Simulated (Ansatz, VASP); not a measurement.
**ZnS: VASP beside Ansatz**

```xyz
2
Lattice="0.0000 2.6945 2.6810 2.6945 0.0000 2.6810 2.6945 2.6945 0.0000" Properties=species:S:1:pos:R:3 pbc="T T T"
Zn    4.0418    4.0418    4.0216
S     0.0000    0.0000    0.0000
```

Change from the starting cell: z stretched by -0.5 %, x and y held, PAW files.

Alike in both runs: task single point; functional r2SCAN; k mesh 8 × 8 × 8; no spin polarisation.

```csv
,VASP,Ansatz
version,VASP 6.6.1,Ansatz 0.2.0
potentials or method,"VASP PAW PBE potentials, release 64 (Zn, S)","PAW with Ansatz's default frozen-core files, scalar-relativistic"
plane-wave cutoff (eV),520,500
occupations,"gaussian, width 0.01 eV",fixed
valence electrons in the cell,18,18
```

Ansatz gave:

| Property | Result |
| --- | --- |
| gap on the k mesh at the Fermi level (eV) | 2.71 |
| pressure (GPa) | 0.4 |
| traceless stress, the component that is largest in VASP (GPa) | 0.14 |

**Question.** What did VASP give for the same quantities?

**Answer.** gap on the k mesh at the Fermi level (eV): 2.72; pressure (GPa): 0.4; traceless stress, the component that is largest in VASP (GPa): 0.13.

VASP's potentials were made for PBE, not for r2SCAN.
